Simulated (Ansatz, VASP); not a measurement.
# Sr: VASP beside Ansatz

INCAR

```
SYSTEM = Sr
PREC = Accurate ; ENCUT = 520
EDIFF = 1E-6 ; ISMEAR = 0
SIGMA = 0.15 ; LREAL = .False.
LASPH = .True. ; NELM = 80
ALGO = Normal ; ISIF = 2
LWAVE = .False. ; LCHARG = .False.
GGA = PE ; NBANDS = 11
```

File KPOINTS:

```
Automatic mesh
0
Gamma
  14 14 14
  0 0 0
```

File POSCAR:

```
Sr
1.0
    0.0000000000      2.8902325000      2.9662912500
    2.8902325000      0.0000000000      2.9662912500
    2.8902325000      2.8902325000      0.0000000000
Sr
1
Direct
    0.0000000000      0.0000000000      0.0000000000
```

Input for Ansatz:

```yaml
crystal:
  lattice:
    - [0.0, 2.8902325, 2.96629125]
    - [2.8902325, 0.0, 2.96629125]
    - [2.8902325, 2.8902325, 0.0]
  atoms:
    - { symbol: Sr, position: [0.0, 0.0, 0.0] }
basis:
  ecutwfc: 420
kpoints:
  mp_grid: { grid: [14, 14, 14] }
hamiltonian:
  xc: pbe
scf:
  occupations: { method: gaussian, width: 0.15 }
output:
  forces: true
  stress: true
  eigenvalues: true
  write_density: true
  write_potential: true
  elf: true
  volumetric_format: npy
```

Change from the starting cell: strain -0.050 along x and y, -0.025 along z, atoms carried along.

Alike in both runs: task single point; functional PBE; k mesh 14 × 14 × 14; occupations gaussian, width 0.15 eV; no spin polarisation.

```csv
,VASP,Ansatz
version,VASP 6.6.1,Ansatz 0.2.0
potentials or method,"VASP PAW PBE potentials, release 64 (Sr_sv), cutoff 520 eV","scalar-relativistic, plane waves, PAW"
valence electrons in the cell,10,10
```

|  | VASP | Ansatz | Ansatz less VASP |
| --- | --- | --- | --- |
| gap on the k mesh at the Fermi level (eV) | 0.03 | 0.03 | -0.003 |
| least direct gap on the mesh (eV) | 0.16 | 0.16 | 0.000 |
| pressure (GPa) | 1.4 | 1.4 | -0.01 |
| traceless stress, the component that is largest in VASP (GPa) | -0.10 | -0.10 | 0.000 |
